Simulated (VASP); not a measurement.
Here is a VASP 6.6.1 calculation.

The input INCAR:

```
PREC = Accurate ; ENCUT = 520
EDIFF = 1E-7 ; ISMEAR = -1
SIGMA = 0.05 ; LREAL = F
LASPH = T ; NELM = 150
ALGO = Normal ; ISIF = 2
LWAVE = F ; LCHARG = F
ISPIN = 2 ; MAGMOM = 0 0 4 1 0 0 0 0 0 0
LORBIT = 11 ; LMAXMIX = 6
GGA = PE ; IVDW = 12
NBANDS = 56
```

Contents of KPOINTS:

```
regular mesh
0
Gamma
  5 5 5
```

The input POSCAR:

```
NaLaMnMoO6
1.0
   -2.7229400000      2.7229400000      3.8988900000
    2.7229400000     -2.7229400000      3.8988900000
    2.7229400000      2.7229400000     -3.8988900000
Na La Mn Mo O
1 1 1 1 6
Direct
    0.2500000000      0.7500000000      0.5000000000
    0.7500000000      0.2500000000      0.5000000000
    0.5000000000      0.5000000000      0.0000000000
    0.0000000000      0.0000000000      0.0000000000
    0.2076600000      0.2960700000      0.5037100000
    0.2960500000      0.7923400000      0.0884100000
    0.7923600000      0.7039500000      0.4962900000
    0.7039300000      0.2076400000      0.9115900000
    0.2519400000      0.2519400000      0.0000000000
    0.7480600000      0.7480600000      0.0000000000
```

Potentials or basis: VASP PAW PBE potentials, release 64 (Na_pv, La, Mn_pv, Mo_sv, O).

Run with:

```sh
$ cat potpaw_PBE.64/Na_pv/POTCAR potpaw_PBE.64/La/POTCAR potpaw_PBE.64/Mn_pv/POTCAR potpaw_PBE.64/Mo_sv/POTCAR potpaw_PBE.64/O/POTCAR > POTCAR
$ mpirun -np 1 vasp_std > vasp.out
```

(1) Estimate the site moments.

(2) Estimate the largest force.

(3) What does it give for the pressure?

(4) Estimate the dispersion energy per atom.

Results:

(1) Na -0.00; La +0.01; Mn -2.58; Mo +0.52; O -0.02, -0.01 (each value once) μB.

(2) 0.167 eV/Å.

(3) -2.4 GPa.

(4) -0.231 eV.

Caveat: three body term missing; a cell with one magnetic atom can't hold antiferromagnetic order, which such compounds often take.
